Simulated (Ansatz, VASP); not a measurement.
## Mg3Sb2 in VASP and in Ansatz

```xyz
5
Lattice="4.5952 0.0000 0.0000 -2.2976 3.9796 0.0000 0.0000 0.0000 7.2730" Properties=species:S:1:pos:R:3 pbc="T T T"
Mg    0.0000    2.6531    4.5981
Mg    2.2976    1.3265    2.6749
Mg    0.0000    0.0000    0.0000
Sb    0.0000    2.6531    1.6417
Sb    2.2976    1.3265    5.6314
```

Alike in both runs: task relaxation of cell and atoms; functional PBE; dispersion D3(BJ); k mesh 9 × 9 × 6; occupations gaussian, width 0.01 eV; no spin polarisation.

|  | VASP | Ansatz |
| --- | --- | --- |
| version | VASP 6.6.1 | Ansatz 0.2.0 |
| potentials or method | VASP PAW PBE potentials, release 64 (Mg, Sb), cutoff 600 eV | scalar-relativistic, plane waves, PAW |
| valence electrons in the cell | 16 | 60 |

```csv
,VASP,Ansatz,Ansatz less VASP
"gap on the k mesh at the Fermi level, each at its own relaxed structure (eV)",0.12,0.15,+0.028
relaxed volume (Å³/atom),25.29,25.29,+0.001
relaxed cell length with the largest relative difference (Å),7.144,7.145,+0.0009
```

VASP's potentials hold 16 valence electrons a cell and Ansatz's 60, so a difference there can come from the potentials and not from the codes.

Spin-orbit coupling is off throughout.
